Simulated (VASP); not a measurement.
The system is C.

```
C
1.0
     0.00000    1.78337    1.78337
     1.78337    0.00000    1.78337
     1.78337    1.78337    0.00000
C
2
Direct
  0.25000 0.25000 0.25000
  0.00000 0.00000 0.00000
```

Program: VASP 6.6.1. Alike in all runs: task single point; no spin polarisation; cell as given.

Task: Order these runs on this cell by their pressure, lowest first.
A. level HSE06; potentials or basis VASP PAW PBE potentials, release 64 (C); k mesh 7 × 7 × 7; cutoff (eV) 520; smearing methfessel-paxton 0.15 eV; grid for exact exchange (PRECFOCK) Normal; screening parameter 0.2079 1/Å
B. level revPBE+D3(BJ); potentials or basis VASP PAW PBE potentials, release 64 (C); k mesh 13 × 13 × 13; cutoff (eV) 520; smearing gaussian 0.1 eV
C. level LDA; potentials or basis VASP PAW LDA potentials, release 64 (C_h); k mesh 13 × 13 × 13; cutoff (eV) 910; smearing gaussian 0.1 eV; second run hard_potentials

Result: C (-12.5 GPa), A (-7.3 GPa), B (-4.0 GPa).

Caveats: some runs use coarse meshes; the PAW data sets were made with another functional, which shifts forces and pressure a little (some runs); three body term missing (some runs); the cutoff is under 1.25 times the usual one of these potentials, so pressure, stress and relaxed cells hold a basis-set (Pulay) error (some runs).
